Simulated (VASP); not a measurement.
# SnS2 (P-3m1) in VASP: notebook

The runs below take SnS2 through relaxation of cell and atoms, single point, with r2SCAN+rVV10, PBE.

Everything below comes from runs of VASP 6.6.1. Logs are shortened: lines on timing, memory, paths and dates and some standing lists are left out, and cuts for length are marked.

### Step 1. The cell of the first run

Symmetry: P-3m1, No. 164, trigonal system. Conventional cell: a = 3.668 Å, b = 3.668 Å, c = 5.809 Å, α = 90.00°, β = 90.00°, γ = 120.00°. Within 3.4 Å of Sn (site symmetry -3m) lie 6 S at 2.58 Å. S (site symmetry 3m) has 3 Sn at 2.58 Å within 3.4 Å.

### Step 2. Relaxation of cell and atoms, r2SCAN+rVV10

Input file POSCAR:

```
SnS2
1.0
    3.6683996617      0.0000000000      0.0000000000
   -1.8341998309      3.1769272983      0.0000000000
    0.0000000000      0.0000000000      5.8093021306
Sn S
1 2
Direct
    0.0000000000      0.0000000000      0.0000000000
    0.3333333333      0.6666666667      0.2545170710
    0.6666666667      0.3333333333      0.7454829290
```

Input file INCAR.step1:

```
SYSTEM = SnS2
PREC     = Accurate       ! precision mode
ENCUT    = 550            ! plane-wave cutoff, eV
ISMEAR   = -1             ! smearing method
SIGMA    = 0.02           ! smearing width, eV
LREAL    = .FALSE.        ! projectors in reciprocal space
LASPH    = .TRUE.         ! aspherical terms in the spheres
NELM     = 120            ! most SCF steps
GGA      = PE             ! functional
ALGO     = Normal         ! electronic algorithm
EDIFF    = 1E-5           ! SCF threshold, eV
LWAVE    = .TRUE.         ! write WAVECAR
LCHARG   = .FALSE.        ! write CHGCAR
GGA_COMPAT= .FALSE.      
IBRION   = 2              ! ionic algorithm
ISIF     = 3              ! what is computed and relaxed
EDIFFG   = -0.005         ! ionic threshold
NELMIN   = 4            
NSW      = 100            ! ionic steps
```

Input file INCAR.step2:

```
SYSTEM = SnS2
PREC     = Accurate       ! precision mode
ENCUT    = 550            ! plane-wave cutoff, eV
EDIFF    = 1E-7           ! SCF threshold, eV
ISMEAR   = -1             ! smearing method
SIGMA    = 0.02           ! smearing width, eV
LREAL    = .FALSE.        ! projectors in reciprocal space
LASPH    = .TRUE.         ! aspherical terms in the spheres
NELM     = 120            ! most SCF steps
ALGO     = Normal         ! electronic algorithm
ISIF     = 3              ! what is computed and relaxed
LWAVE    = .FALSE.        ! write WAVECAR
LCHARG   = .FALSE.        ! write CHGCAR
METAGGA  = R2SCAN         ! meta-GGA
LMIXTAU  = .TRUE.       
LUSE_VDW = .TRUE.       
IVDW_NL  = 2            
BPARAM   = 11.95        
CPARAM   = 0.0093       
IBRION   = 2              ! ionic algorithm
NSW      = 80             ! ionic steps
EDIFFG   = -0.005         ! ionic threshold
ISTART   = 1            
GGA_COMPAT= .FALSE.      
NELMIN   = 4
```

Input file KPOINTS:

```
regular mesh
0
G
  12 12 4
  0 0 0
```

Potentials or basis: VASP PAW PBE potentials, release 64 (Sn_d, S).

The run is started by

```console
cat potpaw_PBE.64/Sn_d/POTCAR potpaw_PBE.64/S/POTCAR > POTCAR
cp INCAR.step1 INCAR
mpirun -np 1 vasp_std > vasp.out
cp INCAR.step2 INCAR
mpirun -np 1 vasp_std > vasp.out
```

OUTCAR:

```text
SYSTEM = SnS2
   PREC = Accurate
   ENCUT = 550
   EDIFF = 1E-7
   ISMEAR = -1
   LREAL = .FALSE.
   LASPH = .TRUE.
   NELM = 120
   ISIF = 3
   METAGGA = R2SCAN
   IVDW_NL = 2
   BPARAM = 11.95
   IBRION = 2
   NSW = 80
   EDIFFG = -0.005
   ISTART = 1
   NELMIN = 4

 ion  position               nearest neighbor table
   1  0.000  0.000  0.000-   2 2.58   3 2.58   3 2.58   2 2.58   3 2.58   2 2.58
   2  0.333  0.667  0.255-   1 2.58   1 2.58   1 2.58
   3  0.667  0.333  0.745-   1 2.58   1 2.58   1 2.58

  LATTYP: Found a hexagonal cell.
 ALAT       =     3.6683996617
 C/A-ratio  =     1.5836066586

  Lattice vectors:

 A1 = (   3.6683996617,   0.0000000000,   0.0000000000)
 A2 = (  -1.8341998309,   3.1769272983,   0.0000000000)
 A3 = (   0.0000000000,   0.0000000000,   5.8093021306)

Analysis of symmetry for initial positions (statically):
=====================================================================
 Subroutine PRICEL returns:
 Original cell was already a primitive cell.

 Routine SETGRP: Setting up the symmetry group for a
 hexagonal supercell.

 Subroutine GETGRP returns: Found 12 space group operations
 (whereof 12 operations were pure point group operations)
 out of a pool of 24 trial point group operations.

The static configuration has the point symmetry D_3d.

Analysis of symmetry for dynamics (positions and initial velocities):
=====================================================================
 Subroutine PRICEL returns:
 Original cell was already a primitive cell.

 Routine SETGRP: Setting up the symmetry group for a
 hexagonal supercell.

 Subroutine GETGRP returns: Found 12 space group operations
 (whereof 12 operations were pure point group operations)
 out of a pool of 24 trial point group operations.

The dynamic configuration has the point symmetry D_3d.

 Subroutine INISYM returns: Found 12 space group operations
 (whereof 12 operations are pure point group operations),
 and found     1 'primitive' translations

----------------------------------------------------------------------------------------

                                     Primitive cell

  volume of cell :      67.7030

  direct lattice vectors                    reciprocal lattice vectors
     3.668399662  0.000000000  0.000000000     0.272598433  0.157384779  0.000000000
    -1.834199831  3.176927298  0.000000000     0.000000000  0.314769558  0.000000000
     0.000000000  0.000000000  5.809302131     0.000000000  0.000000000  0.172137716

  length of vectors
     3.668399662  3.668399662  5.809302131     0.314769558  0.314769558  0.172137716

  position of ions in fractional coordinates (direct lattice)
     0.000000000  0.000000000  0.000000000
     0.333333333  0.666666667  0.254517071
     0.666666667  0.333333333  0.745482929

  ion indices of the primitive-cell ions
   primitive index   ion index
                 1           1
                 2           2
                 3           3

----------------------------------------------------------------------------------------

 KPOINTS: regular mesh

Automatic generation of k-mesh.
 Grid dimensions read from file:
 generate k-points for:   12   12    4

 Generating k-lattice:

  Cartesian coordinates                     Fractional coordinates (reciprocal lattice)
     0.022716536  0.013115398  0.000000000     0.083333333  0.000000000  0.000000000
     0.000000000  0.026230796  0.000000000     0.000000000  0.083333333  0.000000000
     0.000000000  0.000000000  0.043034429     0.000000000  0.000000000  0.250000000

  Length of vectors
     0.026230796  0.026230796  0.043034429

  Shift w.r.t. Gamma in fractional coordinates (k-lattice)
     0.000000000  0.000000000  0.000000000

 Subroutine IBZKPT returns following result:
 ===========================================

 Found     69 irreducible k-points:

 Following reciprocal coordinates:
            Coordinates               Weight
  0.000000  0.000000  0.000000      1.000000
  0.083333  0.000000  0.000000      6.000000
  0.166667  0.000000  0.000000      6.000000
  0.250000  0.000000  0.000000      6.000000
  0.333333  0.000000  0.000000      6.000000
  0.416667  0.000000  0.000000      6.000000
[... 16 lines left out ...]
  0.166667  0.000000  0.250000      6.000000
  0.000000  0.166667  0.250000      6.000000
 [... further k-points ...]
   k-points           NKPTS =     69   k-points in BZ     NKDIM =     69   number of bands    NBANDS=     17
   number of dos      NEDOS =    301   number of ions     NIONS =      3
   total plane-waves  NPLWV =  37632
   dimension x,y,z NGX =    28 NGY =   28 NGZ =   48
   dimension x,y,z NGXF=    56 NGYF=   56 NGZF=   96
   ions per type =               1   2
   NGX,Y,Z   is equivalent  to a cutoff of  12.69, 12.69, 13.74 a.u.
   NGXF,Y,Z  is equivalent  to a cutoff of  25.38, 25.38, 27.47 a.u.
 SYSTEM =  SnS2
   PREC   = accura    normal or accurate (medium, high low for compatibility)
   ISTART =      1    job   : 0-new  1-cont  2-samecut
   ICHARG =      0    charge: 1-file 2-atom 10-const
   ISPIN  =      1    spin polarized calculation?
   LNONCOLLINEAR =      F non collinear calculations
   LSORBIT =      F    spin-orbit coupling
   LASPH  =      T    aspherical Exc in radial PAW
   ENCUT  =  550.0 eV  40.42 Ry    6.36 a.u.   7.01  7.01 11.11*2*pi/ulx,y,z
   NELM   =    120;   NELMIN=  4; NELMDL=  0     # of ELM steps
   EDIFF  = 0.1E-06   stopping-criterion for ELM
   LREAL  =      F    real-space projection
   EDIFFG = -.5E-02   stopping-criterion for IOM
   NSW    =     80    number of steps for IOM
   IBRION =      2    ionic relax: 0-MD 1-quasi-New 2-CG
   NFREE  =      1    steps in history (QN), initial steepest desc. (CG)
   ISIF   =      3    stress and relaxation
   ISYM   =      2    0-nonsym 1-usesym 2-fastsym
   POTIM  = 0.5000    time-step for ionic-motion
   TEBEG  =    0.0;   TEEND  =   0.0 temperature during run
   PSTRESS=    0.0 pullay stress
   NELECT =      26.0000    total number of electrons
   NUPDOWN=      -1.0000    fix difference up-down
   EMIN   =  10.00;   EMAX   =-10.00  energy-range for DOS
   EFERMI =   0.00;   METHOD = LEGACY
   ISMEAR =    -1;   SIGMA  =   0.02  broadening in eV -4-tet -1-fermi 0-gaus
   EFERMI_NEDOS =   21; number of points for ismear=-14 and -15
   IALGO  =     38    algorithm
   IMIX   =      4    mixing-type and parameters
     AMIX     =   0.40;   BMIX     =  1.00
     AMIX_MAG =   1.60;   BMIX_MAG =  1.00
  volume/ion in A,a.u.               =      22.57       152.29
  Fermi-wavevector in a.u.,A,eV,Ry     =   1.189953  2.248686 19.265704  1.415989
  Thomas-Fermi vector in A             =   2.326049
   LORBIT       =      0    0 simple, 1 ext, 2 COOP (PROOUT), +10 PAW based schemes
   METAGGA = R2SCAN    functional components
   LHFCALC =     F    Hartree Fock is set to
   AEXX    =    0.0000 exact exchange contribution
   IVDW_NL    =     2    kernel type
   BPARAM     =11.9500
   IVDW    =     0    specifies the selected vdW correction
   LEPSILON=     F    determine dielectric tensor
   LRPA    =     F    only Hartree local field effects (RPA)
 conjugate gradient relaxation of ions
 non-spin polarized calculation
  energy-cutoff  :      550.00
  volume of cell :       67.70
 maximum number of plane-waves:      2007
   NGX = 13   NGY = 13   NGZ = 23

--------------------------------------- Ionic step        1  -------------------------------------------

 number of electron      26.0000010 magnetization

 Free energy of the ion-electron system (eV)
  ---------------------------------------------------
  ext. energy  EPLUGINS =         0.00000000
  ---------------------------------------------------
  free energy    TOTEN  =       -41.59365388 eV

  energy without entropy =      -41.59365388  energy(sigma->0) =      -41.59365388

------------------------ aborting loop because EDIFF is reached ----------------------------------------

  FORCE on cell =-STRESS in cart. coord.  units (eV):
  Direction    XX          YY          ZZ          XY          YZ          ZX
  --------------------------------------------------------------------------------------
  -------------------------------------------------------------------------------------
  Total       -0.2566474     -0.2566474     -0.2880549      0.0000000      0.0000000     -0.0000000
  in kB       -6.0735082     -6.0735082     -6.8167593      0.0000000      0.0000000     -0.0000000
  external PRESSURE =      -6.3212585 kB  Pullay stress =       0.0000000 kB
[... 92 lines left out ...]
  FREE ENERGIE OF THE ION-ELECTRON SYSTEM (eV)
  ---------------------------------------------------
  free  energy   TOTEN  =       -41.5963435352 eV

  energy  without entropy=      -41.5963435352  energy(sigma->0) =      -41.59634354

[... ionic steps 4 to 9 ...]

--------------------------------------- Ionic step       10  -------------------------------------------

 number of electron      26.0000007 magnetization

------------------------ aborting loop because EDIFF is reached ----------------------------------------

  FORCE on cell =-STRESS in cart. coord.  units (eV):
  Direction    XX          YY          ZZ          XY          YZ          ZX
  --------------------------------------------------------------------------------------
  -------------------------------------------------------------------------------------
  Total        0.0065241      0.0065241      0.0210826     -0.0000000     -0.0000000      0.0000000
  in kB        0.1513838      0.1513838      0.4891992     -0.0000000     -0.0000000      0.0000000
  external PRESSURE =       0.2639889 kB  Pullay stress =       0.0000000 kB
[... 59 lines left out ...]
  energy  without entropy=      -41.6022476786  energy(sigma->0) =      -41.60224768

--------------------------------------- Ionic step       12  -------------------------------------------

 number of electron      26.0000007 magnetization

 Free energy of the ion-electron system (eV)
  ---------------------------------------------------
  ext. energy  EPLUGINS =         0.00000000
  ---------------------------------------------------
  free energy    TOTEN  =       -41.60225054 eV

  energy without entropy =      -41.60225054  energy(sigma->0) =      -41.60225054

 E-fermi :   4.6881     XC(G=0): -10.1844

 val. band max:        4.2054709507   @ k =   0.0833   0.0833   0.0000
 cond. band min:       5.9863116273   @ k =   0.5000   0.0000   0.2500
 fundamental gap:      1.7808406765
 Fermi energy:         4.6881469568

 k-point     1 :       0.0000    0.0000    0.0000
  band No.  band energies     occupation
      1     -17.3384      2.00000
      2     -17.3384      2.00000
      3     -17.2709      2.00000
      4     -17.2489      2.00000
      5     -17.2489      2.00000
      6     -10.0848      2.00000
[... 9 lines left out ...]
     16      10.0693      0.00000
     17      10.0693      0.00000
[... 443 lines left out ...]
      1     -17.3594      2.00000
      2     -17.3255      2.00000
      3     -17.2625      2.00000
      4     -17.2535      2.00000
      5     -17.2451      2.00000
      6      -9.6987      2.00000
[... 9 lines left out ...]
     16      10.6310      0.00000
     17      10.7298      0.00000

 [... further k-points ...]

------------------------ aborting loop because EDIFF is reached ----------------------------------------

  FORCE on cell =-STRESS in cart. coord.  units (eV):
  Direction    XX          YY          ZZ          XY          YZ          ZX
  --------------------------------------------------------------------------------------
  -------------------------------------------------------------------------------------
  Total       -0.0089145     -0.0089145     -0.0027908      0.0000000      0.0000000      0.0000000
  in kB       -0.2067404     -0.2067404     -0.0647216      0.0000000      0.0000000      0.0000000
  external PRESSURE =      -0.1594008 kB  Pullay stress =       0.0000000 kB
[... 18 lines left out ...]
  FREE ENERGIE OF THE ION-ELECTRON SYSTEM (eV)
  ---------------------------------------------------
  free  energy   TOTEN  =       -41.6022505391 eV

  energy  without entropy=      -41.6022505391  energy(sigma->0) =      -41.60225054

 reached required accuracy - stopping structural energy minimisation
```

It took 45 min on 1 thread of Intel Xeon 6975P-C (Granite Rapids), shared host; peak memory 0.41 GiB.

Results:

```
Free energy                           : -41.6023 eV
Relaxed volume                        : 23.03 Å³/atom
Relaxed cell                          : a = 3.662 Å, b = 3.662 Å, c = 5.950 Å, α = 90.00°, β = 90.00°, γ = 120.00°
Space group after relaxing (to 0.1 Å) : P-3m1 (No. 164)
Energy gained by relaxing             : 2.9 meV/atom
Ionic steps                           : 12
Pressure after relaxing               : 0.0 GPa
Largest force after relaxing          : 0.003 eV/Å
Band gap on the k mesh                : 1.78 eV (least direct gap 2.23 eV)
```

Forces on the atoms (eV/Å):
```
Sn   0.000  0.000  0.000
S    0.000  0.000 -0.003
S    0.000  0.000  0.003
```

The path:
```csv
step,energy change (eV),largest force (eV/Å),pressure (GPa),volume (Å³)
1,0.0000,0.2380,-0.63,67.70
2,-0.0015,0.0253,1.02,66.83
3,-0.0027,0.0822,0.34,67.18
4,-0.0041,0.0589,0.24,67.46
5,-0.0060,0.0093,-0.03,68.29
6,-0.0073,0.0026,-0.04,68.48
7,-0.0085,0.0287,-0.02,68.89
8,-0.0085,0.0006,0.11,68.90
9,-0.0085,0.0003,0.10,68.90
10,-0.0086,0.0036,0.03,69.05
11,-0.0086,0.0041,0.02,69.07
12,-0.0086,0.0033,-0.02,69.09
```

Final structure:
```
CELL_PARAMETERS angstrom
3.66169 0.00000 0.00000
-1.83084 3.17112 0.00000
0.00000 0.00000 5.94964
ATOMIC_POSITIONS crystal
Sn 0.00000 0.00000 0.00000
S 0.33333 0.66667 0.24622
S 0.66667 0.33333 0.75378
```

Levels at points of the mesh, in eV from the valence-band top:
```tsv
k point	band 11	band 12	band 13	band 14	band 15	band 16
(0.00, 0.00, 0.00)	-0.36	-0.36	-0.01	2.38	4.14	5.86
(0.50, 0.00, 0.00)	-2.60	-0.94	-0.30	1.99	4.99	6.43
(0.00, 0.00, 0.50)	-0.74	-0.24	-0.24	3.46	4.21	5.62
(0.50, 0.00, 0.50)	-1.81	-0.70	-0.61	1.81	5.17	6.07
```

Caveat: the PAW data sets were made with another functional, which shifts forces and pressure a little; spin-orbit coupling is left out, which moves the levels of the heavy elements. Zero-point motion and thermal expansion aren't in these numbers.

### Step 3. Single point, PBE, non-collinear spin, zero start, spin-orbit coupling

This run uses another cell than the first one, of 23.06 Å³/atom.

Input file INCAR:

```
SYSTEM = SnS2
ALGO     = Normal         ! electronic algorithm
EDIFF    = 1E-6           ! SCF threshold, eV
ENCUT    = 500            ! plane-wave cutoff, eV
GGA      = PE             ! functional
GGA_COMPAT= .False.      
ISIF     = 2              ! what is computed and relaxed
ISMEAR   = 0              ! smearing method
LASPH    = .True.         ! aspherical terms in the spheres
LCHARG   = .False.        ! write CHGCAR
LNONCOLLINEAR= .True.         ! non-collinear magnetism
LORBIT   = 11             ! projections on sites
LORBMOM  = .True.       
LREAL    = .False.        ! projectors in reciprocal space
LSORBIT  = .True.         ! spin-orbit coupling
LWAVE    = .False.        ! write WAVECAR
MAGMOM   = 0 0 0 0 0 0 0 0 0 ! initial moments
NBANDS   = 39             ! bands
NELM     = 200            ! most SCF steps
PREC     = Accurate       ! precision mode
SIGMA    = 0.01           ! smearing width, eV
```

Input file KPOINTS:

```
k-points
0
Gamma
  12 12 4
  0 0 0
```

Input file POSCAR:

```
SnS2
1.0
    3.6607565998      0.0000000000      0.0000000000
   -1.8303782999      3.1703082125      0.0000000000
    0.0000000000      0.0000000000      5.9617937781
Sn S
1 2
Direct
    0.0000000000      0.0000000000      0.0000000000
    0.3333333333      0.6666666667      0.2455909578
    0.6666666667      0.3333333333      0.7544090422
```

Potentials or basis: VASP PAW PBE potentials, release 64 (Sn_d, S).

The run is started by

```console
cat potpaw_PBE.64/Sn_d/POTCAR potpaw_PBE.64/S/POTCAR > POTCAR
mpirun -np 1 vasp_ncl > vasp.out
```

Run time: 3.8 min. Hardware: 1 thread of AMD EPYC 9R45 (Zen 5), shared host; peak memory 0.45 GiB.

Results (log left out):

```yaml
Free_energy: -13.2146 eV
Pressure: 3.0 GPa
Largest_force: 0.213 eV/Å
Net_moment: 0.00 μB per cell
Valence_electrons_inside_the_program's_atomic_spheres: Sn 12.21; S 3.71
```

Forces in eV/Å, atoms in the order of the input:
```
Sn   0.000  0.000  0.000
S    0.000  0.000  0.213
S    0.000  0.000 -0.213
```

Stress tensor (GPa, compression positive):
```
2.91 0.00 0.00
0.00 2.91 0.00
0.00 0.00 3.09
```

Moments on the atoms (μB; x, y, z):
```
Sn  0.00 0.00 0.00
S   0.00 0.00 0.00
S   0.00 0.00 0.00
```

Caveat: this functional lacks dispersion, which binds layers or chains, so the pressure and a relaxed spacing across them are unreliable.
